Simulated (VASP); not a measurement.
# SrTiO3 (Ibam) in VASP: notebook

SrTiO3 is run at these levels: PBEsol; tasks: single point.

Program: VASP 6.6.1. These are calculated values, not measurements. Logs are shortened: lines on timing, memory, paths and dates and some standing lists are left out, and cuts for length are marked.

**1. The cell of the first run**

The structure is orthorhombic, space group Ibam (No. 72). Conventional cell: a = 5.432 Å, b = 5.487 Å, c = 7.809 Å, α = 90.00°, β = 90.00°, γ = 90.00°. Within 3.4 Å of Sr (site symmetry 222) lie 12 O at 2.62 to 2.88 Å and 8 Ti at 3.34 to 3.37 Å. Ti (site symmetry 2/m) has 6 O at 1.94 to 1.95 Å within 2.6 Å. O (site symmetry 222) has 2 Ti at 1.95 Å within 2.6 Å. Within 2.9 Å of O (site symmetry m) lie 2 Ti at 1.94 Å and 4 Sr at 2.62 to 2.88 Å and 8 O at 2.73 to 2.76 Å.

**2. Single point, PBEsol (strain -0.0100 x Voigt [0, 1, 0, 0, 0, 0])**

INCAR

```
PREC = Accurate
ENCUT = 520
EDIFF = 1E-6
ISMEAR = 0
SIGMA = 0.05
LREAL = False
LASPH = True
NELM = 60
ALGO = Normal
ISIF = 2
LWAVE = False
LCHARG = False
GGA = PS
NBANDS = 51
```

KPOINTS

```
Automatic mesh
0
Gamma
  8 8 8
```

POSCAR

```
SrTiO3
1.0
   -2.7435446834      2.7161092366      3.9043133139
    2.7435446834     -2.7161092366      3.9043133139
    2.7435446834      2.7161092366     -3.9043133139
Sr Ti O
2 2 6
Direct
    0.7500000000      0.2500000000      0.5000000000
    0.2500000000      0.7500000000      0.5000000000
    0.0000000000      0.0000000000      0.0000000000
    0.5000000000      0.5000000000      0.0000000000
    0.2500000000      0.2500000000      0.0000000000
    0.7500000000      0.7500000000      0.0000000000
    0.7253545255      0.2253545255      0.9507090510
    0.2253545255      0.2746454745      0.5000000000
    0.2746454745      0.7746454745      0.0492909490
    0.7746454745      0.7253545255      0.5000000000
```

Potentials or basis: VASP PAW PBE potentials, release 64 (Sr_sv, Ti_sv, O).

Run with:

```
> cat potpaw_PBE.64/Sr_sv/POTCAR potpaw_PBE.64/Ti_sv/POTCAR potpaw_PBE.64/O/POTCAR > POTCAR
> mpirun -np 1 vasp_std > vasp.out
```

OUTCAR:

```text
PREC = Accurate
   ENCUT = 520
   EDIFF = 1E-6
   ISMEAR = 0
   LREAL = False
   LASPH = True
   NELM = 60
   ISIF = 2
   GGA = PS

 ion  position               nearest neighbor table
   1  0.750  0.250  0.500-   7 2.62   8 2.62  10 2.62   9 2.62   5 2.72   5 2.72   6 2.74   6 2.74
                             8 2.88  10 2.88   9 2.88   7 2.88   4 3.34   3 3.34   3 3.34   4 3.34
   2  0.250  0.750  0.500-   9 2.62   8 2.62  10 2.62   7 2.62   6 2.72   6 2.72   5 2.74   5 2.74
                            10 2.88   8 2.88   7 2.88   9 2.88   3 3.34   4 3.34   3 3.34   4 3.34
   3  0.000  0.000  0.000-   7 1.94   9 1.94   8 1.94  10 1.94   5 1.95   6 1.95   1 3.34   2 3.34
                             1 3.34   2 3.34   1 3.37   2 3.37   1 3.37   2 3.37
   4  0.500  0.500  0.000-  10 1.94   8 1.94   7 1.94   9 1.94   5 1.95   6 1.95   2 3.34   1 3.34
                             2 3.34   1 3.34   1 3.37   2 3.37   2 3.37   1 3.37
   5  0.250  0.250  0.000-   3 1.95   4 1.95   1 2.72   1 2.72   2 2.74   2 2.74
   6  0.750  0.750  0.000-   3 1.95   4 1.95   2 2.72   2 2.72   1 2.74   1 2.74
   7  0.725  0.225  0.951-   3 1.94   4 1.94   1 2.62   2 2.62   2 2.88   1 2.88
   8  0.225  0.275  0.500-   4 1.94   3 1.94   1 2.62   2 2.62   1 2.88   2 2.88
   9  0.275  0.775  0.049-   3 1.94   4 1.94   2 2.62   1 2.62   1 2.88   2 2.88
  10  0.775  0.725  0.500-   4 1.94   3 1.94   1 2.62   2 2.62   1 2.88   2 2.88

  LATTYP: Found a body centered orthorhombic cell.
 ALAT       =     5.4322184732
 B/A-ratio  =     1.0101010101
 C/A-ratio  =     1.4374654971

  Lattice vectors:

 A1 = (   2.7435446834,  -2.7161092366,  -3.9043133139)
 A2 = (  -2.7435446834,   2.7161092366,  -3.9043133139)
 A3 = (   2.7435446834,   2.7161092366,   3.9043133139)

Analysis of symmetry for initial positions (statically):
=====================================================================
 Subroutine PRICEL returns:
 Original cell was already a primitive cell.

 Routine SETGRP: Setting up the symmetry group for a
 body centered orthorhombic supercell.

 Subroutine GETGRP returns: Found  8 space group operations
 (whereof  4 operations were pure point group operations)
 out of a pool of  8 trial point group operations.

The static configuration has the point symmetry C_2h.
 The point group associated with its full space group is D_2h.

Analysis of symmetry for dynamics (positions and initial velocities):
=====================================================================
 Subroutine PRICEL returns:
 Original cell was already a primitive cell.

 Routine SETGRP: Setting up the symmetry group for a
 body centered orthorhombic supercell.

 Subroutine GETGRP returns: Found  8 space group operations
 (whereof  4 operations were pure point group operations)
 out of a pool of  8 trial point group operations.
[... 133 lines left out ...]
   ISMEAR =     0;   SIGMA  =   0.05  broadening in eV -4-tet -1-fermi 0-gaus
   EFERMI_NEDOS =   21; number of points for ismear=-14 and -15
   IALGO  =     38    algorithm
   IMIX   =      4    mixing-type and parameters
     AMIX     =   0.40;   BMIX     =  1.00
     AMIX_MAG =   1.60;   BMIX_MAG =  1.00
  volume/ion in A,a.u.               =      11.64        78.53
  Fermi-wavevector in a.u.,A,eV,Ry     =   1.444830  2.730333 28.402634  2.087535
  Thomas-Fermi vector in A             =   2.563081
   LORBIT       =      0    0 simple, 1 ext, 2 COOP (PROOUT), +10 PAW based schemes
   GGA     = PS    functional components
   LHFCALC =     F    Hartree Fock is set to
   AEXX    =    0.0000 exact exchange contribution
   IVDW    =     0    specifies the selected vdW correction
   LEPSILON=     F    determine dielectric tensor
   LRPA    =     F    only Hartree local field effects (RPA)
 non-spin polarized calculation
 Gauss-broadening in eV      SIGMA  =   0.05
  energy-cutoff  :      520.00
  volume of cell :      116.38
 maximum number of plane-waves:      3156
 NGX is ok and might be reduce to    42
   NGX = 21   NGY = 21   NGZ = 21

 number of electron      79.9999988 magnetization

 Free energy of the ion-electron system (eV)
  ---------------------------------------------------
  ext. energy  EPLUGINS =         0.00000000
  ---------------------------------------------------
  free energy    TOTEN  =       -84.02294081 eV

  energy without entropy =      -84.02294081  energy(sigma->0) =      -84.02294081

 E-fermi :   4.4279     XC(G=0): -11.6643

 val. band max:        4.0897013220   @ k =  -0.1250   0.1250   0.0000
 cond. band min:       6.0340341396   @ k =   0.0000   0.0000   0.0000
 fundamental gap:      1.9443328176
 Fermi energy:         4.4279159157

 k-point     1 :       0.0000    0.0000    0.0000
  band No.  band energies     occupation
      1     -51.9595      2.00000
      2     -51.9541      2.00000
      3     -28.4096      2.00000
      4     -28.4042      2.00000
      5     -28.3978      2.00000
      6     -28.3346      2.00000
[... 1285 lines left out ...]
     50      11.4952      0.00000
     51      11.6549      0.00000

 [... further k-points ...]

------------------------ aborting loop because EDIFF is reached ----------------------------------------

  FORCE on cell =-STRESS in cart. coord.  units (eV):
  Direction    XX          YY          ZZ          XY          YZ          ZX
  --------------------------------------------------------------------------------------
  -------------------------------------------------------------------------------------
  Total        1.3711785      3.0705590      1.3320082      0.0000000      0.0000000      0.0000000
  in kB       18.8773333     42.2731015     18.3380669      0.0000000      0.0000000      0.0000000
  external PRESSURE =      26.4961672 kB  Pullay stress =       0.0000000 kB

 VOLUME and BASIS-vectors are now :
 -----------------------------------------------------------------------------
  energy-cutoff  :      520.00
  volume of cell :      116.38
      direct lattice vectors                 reciprocal lattice vectors
    -2.743544683  2.716109237  3.904313314     0.000000000  0.184086852  0.128063493
     2.743544683 -2.716109237  3.904313314     0.182245984  0.000000000  0.128063493
     2.743544683  2.716109237 -3.904313314     0.182245984  0.184086852  0.000000000

 POSITION                                       TOTAL-FORCE (eV/Angst)
 -----------------------------------------------------------------------------------
     -0.00000      2.71611      1.95216         0.000000     -0.000000     -0.000000
      2.74354     -0.00000      1.95216         0.000000     -0.000000     -0.000000
      0.00000      0.00000      0.00000         0.000000     -0.000000      0.000000
      0.00000      0.00000      3.90431         0.000000     -0.000000      0.000000
      0.00000      0.00000      1.95216         0.000000     -0.000000     -0.000000
      0.00000      0.00000      5.85647         0.000000     -0.000000      0.000000
      1.23654      3.94028      0.00000        -0.001785     -0.015573      0.000000
      1.50700      1.22418      0.00000         0.001785     -0.015573      0.000000
      1.50700     -1.22418      3.90431         0.001785      0.015573     -0.000000
      1.23654      1.49193      3.90431        -0.001785      0.015573      0.000000
 -----------------------------------------------------------------------------------
    total drift:                               -0.000000      0.000000      0.000000

  FREE ENERGIE OF THE ION-ELECTRON SYSTEM (eV)
  ---------------------------------------------------
  free  energy   TOTEN  =       -84.0229408141 eV

  energy  without entropy=      -84.0229408141  energy(sigma->0) =      -84.02294081
```

stdout:

```text
POSCAR found type information on POSCAR SrTiO
 POSCAR found :  3 types and      10 ions
 scaLAPACK will be used
 -----------------------------------------------------------------------------
|                                                                             |
|                                                                             |
|     You enforced a specific xc type in the INCAR file but a different       |
|     I HOPE YOU KNOW WHAT YOU ARE DOING!                                     |
|                                                                             |
 -----------------------------------------------------------------------------

 LDA part: xc-table for (Slater+PW92), standard interpolation
 POSCAR, INCAR and KPOINTS ok, starting setup
 FFT: planning ... GRIDC
 FFT: planning ... GRID_SOFT
 FFT: planning ... GRID
 WAVECAR not read
 entering main loop
```

It took 27 min on 1 thread of Intel Xeon 8259CL, shared host; peak memory 0.59 GiB.

What came out:

```yaml
Free_energy: -84.0229 eV
Pressure: 2.6 GPa
Largest_force: 0.016 eV/Å
Band_gap_on_the_k_mesh: 1.94 eV
```

Forces in eV/Å, atoms in the order of the input:
```
Sr   0.000  0.000  0.000
Sr   0.000  0.000  0.000
Ti   0.000  0.000  0.000
Ti   0.000  0.000  0.000
O    0.000  0.000  0.000
O    0.000  0.000  0.000
O   -0.002 -0.016  0.000
O    0.002 -0.016  0.000
O    0.002  0.016  0.000
O   -0.002  0.016  0.000
```

Levels at points of the mesh, in eV from the valence-band top:
```csv
k point,band 37,band 38,band 39,band 40,band 41,band 42,band 43,band 44
"(0.00, 0.00, 0.00)",-0.24,-0.14,-0.01,0.00,1.94,1.97,1.99,4.27
"(0.50, 0.00, 0.00)",-0.77,-0.77,-0.59,-0.59,3.47,3.47,3.51,3.51
"(0.00, 0.50, 0.00)",-0.74,-0.74,-0.57,-0.57,3.48,3.48,3.52,3.52
"(0.50, 0.50, 0.00)",-1.42,-0.67,-0.66,-0.05,2.10,3.88,3.90,3.90
"(0.50, 0.50, 0.50)",-1.45,-0.64,-0.55,-0.06,2.15,3.80,3.81,4.03
```

Caveat: the cell differs from its parent crystal (strain -0.0100 x Voigt [0, 1, 0, 0, 0, 0]); the PAW data sets were made with another functional, which shifts forces and pressure a little.

**3. Single point, PBEsol (strain +0.0175 x Voigt [0, 1, 0, 0, 0, 0])**

INCAR

```
PREC = Accurate ; ENCUT = 520
EDIFF = 1E-7 ; ISMEAR = 0
SIGMA = 0.05 ; LREAL = F
LASPH = T ; NELM = 60
ALGO = Normal ; ISIF = 2
LWAVE = F ; LCHARG = T
GGA = PS ; LELF = T
LVHAR = T ; NBANDS = 51
```

KPOINTS is that of step 2.

POSCAR: that of step 2 with these lines changed.

```diff
@@ -2,5 +2,5 @@
 1.0
-   -2.7435446834      2.7161092366      3.9043133139
-    2.7435446834     -2.7161092366      3.9043133139
-    2.7435446834      2.7161092366     -3.9043133139
+   -2.7435446834      2.7915567154      3.9043133139
+    2.7435446834     -2.7915567154      3.9043133139
+    2.7435446834      2.7915567154     -3.9043133139
 Sr Ti O
```

Potentials or basis: VASP PAW PBE potentials, release 64 (Sr_sv, Ti_sv, O).

Run with:

```
> cat potpaw_PBE.64/Sr_sv/POTCAR potpaw_PBE.64/Ti_sv/POTCAR potpaw_PBE.64/O/POTCAR > POTCAR
> mpirun -np 1 vasp_std > vasp.out
```

It took 20 min on 1 thread of Intel Xeon Platinum 8259CL at 2.50GHz (Skylake/Cascade Lake), shared host; peak memory 0.59 GiB.

The run converged. Its results:

| Property | Result |
| --- | --- |
| Free energy | -84.0173 eV |
| Pressure | -2.4 GPa |
| Largest force | 0.035 eV/Å |
| Band gap on the k mesh | 1.88 eV |

Forces in eV/Å, atoms in the order of the input:
```
Sr   0.000  0.000  0.000
Sr   0.000  0.000  0.000
Ti   0.000  0.000  0.000
Ti   0.000  0.000  0.000
O    0.000  0.000  0.000
O    0.000  0.000  0.000
O    0.019  0.029  0.000
O   -0.019  0.029  0.000
O   -0.019 -0.029  0.000
O    0.019 -0.029  0.000
```

Stress tensor (GPa, compression positive):
```
-1.12  0.00  0.00
 0.00 -4.95  0.00
 0.00  0.00 -1.08
```

Levels at points of the mesh, in eV from the valence-band top:
```tsv
k point	band 36	band 37	band 38	band 39	band 40	band 41	band 42	band 43	band 44	band 45
(0.00, 0.00, 0.00)	-0.30	-0.25	-0.17	-0.02	0.00	1.88	1.90	1.92	4.04	4.38
(0.50, 0.00, 0.00)	-0.92	-0.73	-0.73	-0.56	-0.56	3.34	3.34	3.40	3.40	3.42
(0.00, 0.50, 0.00)	-0.99	-0.77	-0.77	-0.59	-0.59	3.34	3.34	3.37	3.37	3.44
(0.50, 0.50, 0.00)	-1.49	-1.37	-0.68	-0.67	-0.04	2.03	3.68	3.70	3.72	3.83
(0.50, 0.50, 0.50)	-1.51	-1.49	-0.71	-0.55	-0.09	2.06	3.67	3.67	3.90	3.91
```

Caveat: the cell differs from its parent crystal (strain +0.0175 x Voigt [0, 1, 0, 0, 0, 0]); the PAW data sets were made with another functional, which shifts forces and pressure a little. A k mesh can miss the band edges.
